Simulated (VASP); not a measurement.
Input of a VASP 6.6.1 run:

The input INCAR:

```
PREC = Accurate
ENCUT = 910
EDIFF = 1E-6
ISMEAR = 0
SIGMA = 0.02
LREAL = False
LASPH = True
NELM = 200
ALGO = Normal
ISIF = 2
LWAVE = False
LCHARG = False
LMAXMIX = 4
LDAU = True
LDAUTYPE = 2
LDAUL = -1 2 -1
LDAUU = 0 4 0
LDAUJ = 0 0 0
LDAUPRINT = 1
GGA = PE
NBANDS = 28
GGA_COMPAT = False
```

File KPOINTS:

```
Automatic mesh
0
Gamma
  8 8 8
```

POSCAR

```
SrTiO3
1.0
    3.9471298222      0.0000000000      0.0000000000
    0.0000000000      3.9471298222      0.0000000000
    0.0000000000      0.0000000000      3.9471298222
Sr Ti O
1 1 3
Direct
    0.0000000000      0.0000000000      0.0000000000
    0.5000000000      0.5000000000      0.5000000000
    0.5000000000      0.0000000000      0.5000000000
    0.5000000000      0.5000000000      0.0000000000
    0.0000000000      0.5000000000      0.5000000000
```

Potentials or basis: VASP PAW PBE potentials, release 64 (Sr_sv, Ti_sv, O_h).

Launch:

```sh
$ cat potpaw_PBE.64/Sr_sv/POTCAR potpaw_PBE.64/Ti_sv/POTCAR potpaw_PBE.64/O_h/POTCAR > POTCAR
$ mpirun -np 1 vasp_std > vasp.out
```

(1) Predict the band gap on the k mesh.

(2) What does it give for the pressure?

Results:

(1) 2.31 eV (least direct gap 2.74 eV).

(2) 2.4 GPa.

Caveat: the cutoff is under 1.25 times the usual one of these potentials, so pressure, stress and relaxed cells hold a basis-set (Pulay) error.
